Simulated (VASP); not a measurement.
# NbAs: single point with PBEsol

The system is NbAs.

```
CELL_PARAMETERS angstrom
0.00000 2.90955 2.90955
2.90955 0.00000 2.90955
2.90955 2.90955 0.00000
ATOMIC_POSITIONS crystal
Nb 0.00000 0.00000 0.00000
As 0.25000 0.25000 0.25000
```

This cell differs from its parent crystal: volume scaled by 1.040.

| Quantity | Value |
| --- | --- |
| Program | VASP 6.6.1 |
| Task | single point |
| Functional | PBEsol |
| Potentials or basis | VASP PAW PBE potentials, release 64 (Nb_sv, As) |
| Cutoff | 520 eV |
| k mesh | 10 × 10 × 10 |
| Occupations | gaussian, width 0.05 eV |
| Spin | no spin polarisation |
| Dipole correction | no |
| Further INCAR settings | ALGO = Normal; EDIFF = 1e-06; NBANDS = 16 |

```
Pressure               : -3.5 GPa
Band gap on the k mesh : zero (band 9 reaches 6.05 eV, above the bottom of band 10 at 5.57 eV)
```

Levels at points of the mesh, in eV from the Fermi level:
```csv
k point,band 5,band 6,band 7,band 8,band 9,band 10,band 11,band 12,band 13,band 14
"(0.00, 0.00, 0.00)",-11.73,-3.43,-3.43,-3.43,0.00,0.00,2.17,5.49,5.49,5.49
"(0.50, 0.00, 0.00)",-10.87,-4.18,-3.03,-3.03,0.36,0.36,0.60,3.23,3.23,4.32
"(0.50, 0.50, 0.00)",-10.58,-4.70,-2.09,-2.09,-1.02,0.75,0.79,1.36,1.36,6.69
```

It took 17 s on 1 thread of Intel(R) Xeon(R) 6975P-C (Granite Rapids) (shared host), peak memory 0.2 GiB.

Caveat: the PAW data sets were made with another functional, which shifts forces and pressure a little.
